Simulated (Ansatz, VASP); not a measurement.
Mg in VASP and in Ansatz

File INCAR:

```
ALGO = Normal ; EDIFF = 1E-6
EDIFFG = -0.005 ; ENCUT = 600
GGA = PE ; IBRION = 2
ISIF = 3 ; ISMEAR = 0
IVDW = 12 ; LASPH = True
LCHARG = False ; LREAL = False
LWAVE = False ; NELM = 100
NSW = 100 ; PREC = Accurate
SIGMA = 0.1
```

File KPOINTS:

```
k-points
0
Gamma
  18 18 8
```

Contents of POSCAR:

```
Mg
1.0
    3.2092715325      0.0000000000      0.0000000000
   -1.6046357662      2.7793106748      0.0000000000
    0.0000000000      0.0000000000      5.2103300000
Mg
2
Direct
    0.3333333333      0.6666666667      0.2500000000
    0.6666666667      0.3333333333      0.7500000000
```

Input for Ansatz:

```yaml
crystal:
  lattice:
    - [3.2092715325, 0.0, 0.0]
    - [-1.6046357662, 2.7793106748, 0.0]
    - [0.0, 0.0, 5.21033]
  atoms:
    - { symbol: Mg, position: [0.3333333333, 0.6666666667, 0.25] }
    - { symbol: Mg, position: [0.6666666667, 0.3333333333, 0.75] }
basis:
  ecutwfc: 420
kpoints:
  mp_grid: { grid: [18, 18, 8] }
hamiltonian:
  xc: pbe
  dispersion: d3bj
scf:
  occupations: { method: gaussian, width: 0.1 }
output:
  forces: true
  stress: true
  eigenvalues: true
relax:
  adjacent_minimum: "off"
  f_tol: 0.005
  max_steps: 80
  cell: { stress_tol: 0.05 }
```

Alike in both runs: task relaxation of cell and atoms; functional PBE; dispersion D3(BJ); k mesh 18 × 18 × 8; occupations gaussian, width 0.1 eV; no spin polarisation.

```csv
,VASP,Ansatz
version,VASP 6.6.1,Ansatz 0.2.0
potentials or method,"VASP PAW PBE potentials, release 64 (Mg), cutoff 600 eV","scalar-relativistic, plane waves, PAW"
valence electrons in the cell,4,20
```

VASP gave:

```
gap on the k mesh at the Fermi level, each at its own relaxed structure (eV) : none
relaxed volume (Å³/atom)                                                     : 21.62
relaxed cell length with the largest relative difference (Å)                 : 5.047
```

**Question.** Estimate Ansatz's values.

**Answer.** gap on the k mesh at the Fermi level, each at its own relaxed structure (eV): none; relaxed volume (Å³/atom): 21.70; relaxed cell length with the largest relative difference (Å): 5.055.

A gap of «none» marks a metal or a gap that the smearing closes. VASP's potentials hold 4 valence electrons a cell and Ansatz's 20, so a difference there can come from the potentials and not from the codes.
